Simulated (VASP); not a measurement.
# HfSiO4 (F-43m) in VASP: further runs, part 2 of 2

VASP 6.6.1.

**4. Relaxation of cell and atoms, PBE**

The input, INCAR:

```
SYSTEM = HfSiO4
PREC = Accurate
ENCUT = 600
EDIFF = 1E-6
ISMEAR = 0
SIGMA = 0.1
LREAL = .FALSE.
LASPH = .TRUE.
NELM = 60
ALGO = Normal
ISIF = 3
LWAVE = .FALSE.
LCHARG = .FALSE.
GGA = PE
IBRION = 2
NSW = 90
EDIFFG = -0.04
```

The input, KPOINTS:

```
regular mesh
0
G
  4 4 4
  0 0 0
```

The input, POSCAR:

```
HfSiO4
1.0
    0.0000000000      3.3916533500      3.3916533500
    3.3916533500      0.0000000000      3.3916533500
    3.3916533500      3.3916533500      0.0000000000
Hf Si O
1 1 4
Direct
    0.5000000000      0.5000000000      0.5000000000
    0.0000000000      0.0000000000      0.0000000000
    0.1111004000      0.6666988100      0.1111004000
    0.1111004000      0.1111004000      0.6666988100
    0.6666988100      0.1111004000      0.1111004000
    0.1111004000      0.1111004000      0.1111004000
```

Potentials or basis: VASP PAW PBE potentials, release 64 (Hf_pv, Si, O).

Run with:

```bash
> cat potpaw_PBE.64/Hf_pv/POTCAR potpaw_PBE.64/Si/POTCAR potpaw_PBE.64/O/POTCAR > POTCAR
> mpirun -np 1 vasp_std > vasp.out
```

OUTCAR:

```text
SYSTEM = HfSiO4
   PREC = Accurate
   ENCUT = 600
   EDIFF = 1E-6
   ISMEAR = 0
   LREAL = .FALSE.
   LASPH = .TRUE.
   NELM = 60
   ISIF = 3
   GGA = PE
   IBRION = 2
   NSW = 90
   EDIFFG = -0.04

 ion  position               nearest neighbor table
   1  0.500  0.500  0.500-   3 2.85   4 2.85   5 2.85   6 2.85   6 2.85   6 2.85   3 2.85   5 2.85
                             3 2.85   4 2.85   5 2.85   4 2.85   2 3.39   2 3.39   2 3.39   2 3.39
   2  0.000  0.000  0.000-   3 1.31   4 1.31   5 1.31   6 1.31   1 3.39   1 3.39   1 3.39   1 3.39
                             1 3.39   1 3.39
   3  0.111  0.667  0.111-   2 1.31   1 2.85   1 2.85   1 2.85
   4  0.111  0.111  0.667-   2 1.31   1 2.85   1 2.85   1 2.85
   5  0.667  0.111  0.111-   2 1.31   1 2.85   1 2.85   1 2.85
   6  0.111  0.111  0.111-   2 1.31   1 2.85   1 2.85   1 2.85

  LATTYP: Found a face centered cubic cell.
 ALAT       =     6.7833067000

  Lattice vectors:

 A1 = (   0.0000000000,   3.3916533500,   3.3916533500)
 A2 = (   3.3916533500,   0.0000000000,   3.3916533500)
 A3 = (   3.3916533500,   3.3916533500,   0.0000000000)

Analysis of symmetry for initial positions (statically):
=====================================================================
 Subroutine PRICEL returns:
 Original cell was already a primitive cell.

 Routine SETGRP: Setting up the symmetry group for a
 face centered cubic supercell.

 Subroutine GETGRP returns: Found 24 space group operations
 (whereof 24 operations were pure point group operations)
 out of a pool of 48 trial point group operations.

The static configuration has the point symmetry T_d .

Analysis of symmetry for dynamics (positions and initial velocities):
=====================================================================
 Subroutine PRICEL returns:
 Original cell was already a primitive cell.

 Routine SETGRP: Setting up the symmetry group for a
 face centered cubic supercell.

 Subroutine GETGRP returns: Found 24 space group operations
 (whereof 24 operations were pure point group operations)
 out of a pool of 48 trial point group operations.

The dynamic configuration has the point symmetry T_d .

[... 92 lines left out ...]
   NSW    =     90    number of steps for IOM
   IBRION =      2    ionic relax: 0-MD 1-quasi-New 2-CG
   NFREE  =      1    steps in history (QN), initial steepest desc. (CG)
   ISIF   =      3    stress and relaxation
   ISYM   =      2    0-nonsym 1-usesym 2-fastsym
   POTIM  = 0.5000    time-step for ionic-motion
   TEBEG  =    0.0;   TEEND  =   0.0 temperature during run
   PSTRESS=    0.0 pullay stress
   NELECT =      38.0000    total number of electrons
   NUPDOWN=      -1.0000    fix difference up-down
   EMIN   =  10.00;   EMAX   =-10.00  energy-range for DOS
   EFERMI =   0.00;   METHOD = LEGACY
   ISMEAR =     0;   SIGMA  =   0.10  broadening in eV -4-tet -1-fermi 0-gaus
   EFERMI_NEDOS =   21; number of points for ismear=-14 and -15
   IALGO  =     38    algorithm
   IMIX   =      4    mixing-type and parameters
     AMIX     =   0.40;   BMIX     =  1.00
     AMIX_MAG =   1.60;   BMIX_MAG =  1.00
  volume/ion in A,a.u.               =      13.01        87.76
  Fermi-wavevector in a.u.,A,eV,Ry     =   1.287996  2.433960 22.571169  1.658934
  Thomas-Fermi vector in A             =   2.419977
   LORBIT       =      0    0 simple, 1 ext, 2 COOP (PROOUT), +10 PAW based schemes
   GGA     = PE    functional components
   LHFCALC =     F    Hartree Fock is set to
   AEXX    =    0.0000 exact exchange contribution
   IVDW    =     0    specifies the selected vdW correction
   LEPSILON=     F    determine dielectric tensor
   LRPA    =     F    only Hartree local field effects (RPA)
 conjugate gradient relaxation of ions
 non-spin polarized calculation
 Gauss-broadening in eV      SIGMA  =   0.10
  energy-cutoff  :      600.00
  volume of cell :       78.03
 maximum number of plane-waves:      2637
 NGX is ok and might be reduce to    40
   NGX = 19   NGY = 19   NGZ = 19

--------------------------------------- Ionic step        1  -------------------------------------------

 number of electron      37.9999994 magnetization

 Free energy of the ion-electron system (eV)
  ---------------------------------------------------
  ext. energy  EPLUGINS =         0.00000000
  ---------------------------------------------------
  free energy    TOTEN  =       -28.80724173 eV

  energy without entropy =      -28.80724172  energy(sigma->0) =      -28.80724173

 E-fermi :   3.5547     XC(G=0):  -9.8742

 val. band max:        3.1801362092   @ k =   0.5000   0.0000   0.0000
 cond. band min:       3.9021537335   @ k =   0.0000   0.0000   0.0000
 fundamental gap:      0.7220175243
 Fermi energy:         3.5546636865
[... 537 lines left out ...]
     22       5.1959      0.00000
     23       5.4322      0.00000

[... ionic steps 4 to 23 ...]

--------------------------------------- Ionic step       24  -------------------------------------------

 number of electron      38.0000001 magnetization

------------------------ aborting loop because EDIFF is reached ----------------------------------------
[... 75 lines left out ...]
--------------------------------------- Ionic step       26  -------------------------------------------

 number of electron      37.9999998 magnetization

 Free energy of the ion-electron system (eV)
  ---------------------------------------------------
  ext. energy  EPLUGINS =         0.00000000
  ---------------------------------------------------
  free energy    TOTEN  =       -42.32360650 eV

  energy without entropy =      -42.32046848  energy(sigma->0) =      -42.32203749

 E-fermi :   3.2211     XC(G=0):  -9.8831

 val. band max:        3.0972445140   @ k =   0.5000   0.0000   0.0000
 cond. band min:       3.2292775162   @ k =   0.0000   0.0000   0.0000
 fundamental gap:      0.1320330023
 Fermi energy:         3.2211426094
[... 239 lines left out ...]
  FREE ENERGIE OF THE ION-ELECTRON SYSTEM (eV)
  ---------------------------------------------------
  free  energy   TOTEN  =       -42.3236065046 eV

  energy  without entropy=      -42.3204684776  energy(sigma->0) =      -42.32203749

 reached required accuracy - stopping structural energy minimisation
```

OSZICAR:

```text
N       E                     dE             d eps       ncg     rms          rms(c)
DAV:   1     0.277387810694E+03    0.27739E+03   -0.23281E+04   368   0.172E+03
DAV:   2    -0.409056571729E+02   -0.31829E+03   -0.31288E+03   500   0.392E+02
DAV:   3    -0.558966078303E+02   -0.14991E+02   -0.14975E+02   417   0.875E+01
[... 222 lines left out ...]
DAV:   3    -0.423238480394E+02    0.23109E-02   -0.13945E-02   472   0.495E-01    0.133E-01
DAV:   4    -0.423236183265E+02    0.22971E-03   -0.77828E-04   417   0.191E-01    0.738E-02
DAV:   5    -0.423236033535E+02    0.14973E-04   -0.15483E-04   469   0.875E-02    0.329E-02
DAV:   6    -0.423236060951E+02   -0.27416E-05   -0.15771E-05   449   0.246E-02    0.151E-02
DAV:   7    -0.423236065046E+02   -0.40952E-06   -0.20597E-06   306   0.675E-03
  26 F= -.42323607E+02 E0= -.42322037E+02  d E =-.499732E-02
```

CONTCAR:

```text
HfSiO4
   1.00000000000000
     0.0000000000000000    3.4535170450729336    3.4535170450729336
     3.4535170450729336    0.0000000000000000    3.4535170450729336
     3.4535170450729336    3.4535170450729336    0.0000000000000000
  Hf              Si              O
     1     1     4
Direct
     0.5000000000000000    0.5000000000000000    0.5000000000000000
     0.0000000000000000    0.0000000000000000    0.0000000000000000
     0.1324549264205222    0.6026352307384273    0.1324549264205223
     0.1324549264205223    0.1324549264205223    0.6026352307384272
     0.6026352307384272    0.1324549264205222    0.1324549264205223
     0.1324549264205222    0.1324549264205222    0.1324549264205222

  0.00000000E+00  0.00000000E+00  0.00000000E+00
  0.00000000E+00  0.00000000E+00  0.00000000E+00
  0.00000000E+00  0.00000000E+00  0.00000000E+00
  0.00000000E+00  0.00000000E+00  0.00000000E+00
  0.00000000E+00  0.00000000E+00  0.00000000E+00
  0.00000000E+00  0.00000000E+00  0.00000000E+00
```

It took 4.3 min on 1 thread of Intel Xeon Platinum 8488C (Sapphire Rapids), shared host; peak memory 0.24 GiB.

What came out:

```yaml
Free_energy: -42.3236 eV
Relaxed_volume: 13.73 Å³/atom
Relaxed_cell: a = 4.884 Å, b = 4.884 Å, c = 4.884 Å, α = 60.00°, β = 60.00°, γ = 60.00°
Space_group_after_relaxing_to_0.1_Å: F-43m (No. 216)
Pressure_after_relaxing: 0.1 GPa
Largest_force_after_relaxing: 0.004 eV/Å
Band_gap_on_the_k_mesh: 0.13 eV (least direct gap 0.15 eV)
```

Forces in eV/Å, atoms in the order of the input:
```
Hf   0.000  0.000  0.000
Si   0.000  0.000  0.000
O   -0.003  0.003 -0.003
O   -0.003 -0.003  0.003
O    0.003 -0.003 -0.003
O    0.003  0.003  0.003
```

Final structure:
```
Hf Si O
1.0
     0.00000    3.45352    3.45352
     3.45352    0.00000    3.45352
     3.45352    3.45352    0.00000
Hf Si O
1 1 4
Cartesian
  3.4535 3.4535 3.4535
  0.0000 0.0000 0.0000
  2.5386 0.9149 2.5386
  2.5386 2.5386 0.9149
  0.9149 2.5386 2.5386
  0.9149 0.9149 0.9149
```

Levels at points of the mesh, in eV from the valence-band top:
| k point | band 15 | band 16 | band 17 | band 18 | band 19 | band 20 | band 21 | band 22 | band 23 |
| --- | --- | --- | --- | --- | --- | --- | --- | --- | --- |
| (0.00, 0.00, 0.00) | -0.41 | -0.41 | -0.02 | -0.02 | -0.02 | 0.13 | 1.51 | 1.51 | 1.51 |
| (0.50, 0.00, 0.00) | -2.32 | -2.32 | -0.52 | -0.52 | 0.00 | 0.73 | 1.81 | 1.81 | 1.99 |
| (0.50, 0.50, 0.00) | -2.66 | -2.66 | -1.67 | -0.32 | -0.32 | 0.95 | 1.43 | 1.45 | 1.45 |

Caveat: spin-orbit coupling is left out, which moves the levels of the heavy elements.

**5. Overview**

```csv
task,cell,cutoff (eV),gap on the mesh (eV),pressure (GPa),largest force (eV/Å)
single point,"a = 4.797 Å, angles 60.0°, 6 atoms, atomic positions A",520,0.72,86.5,30.34
single point,"a = 4.887 Å, angles 60.0°, 6 atoms, atomic positions B",520,0.13,0.1,0.11
relaxation of cell and atoms,"relaxed from a = 4.797 Å, angles 60.0°, 6 atoms, atomic positions A",600,0.13,0.1,-
```

Alike in all rows: level PBE; potentials or basis VASP PAW PBE potentials, release 64 (Hf_pv, Si, O); no spin polarisation; k mesh 4 × 4 × 4; smearing gaussian 0.1 eV.

Caveats: spin-orbit coupling is left out, which moves the levels of the heavy elements; the cell stands under pressure (at least some runs); forces of over 1 eV/Å act on the atoms, so gaps and moduli don't describe the material at rest (at least some runs).

Absolute energies hang on the potentials; compare differences alone.
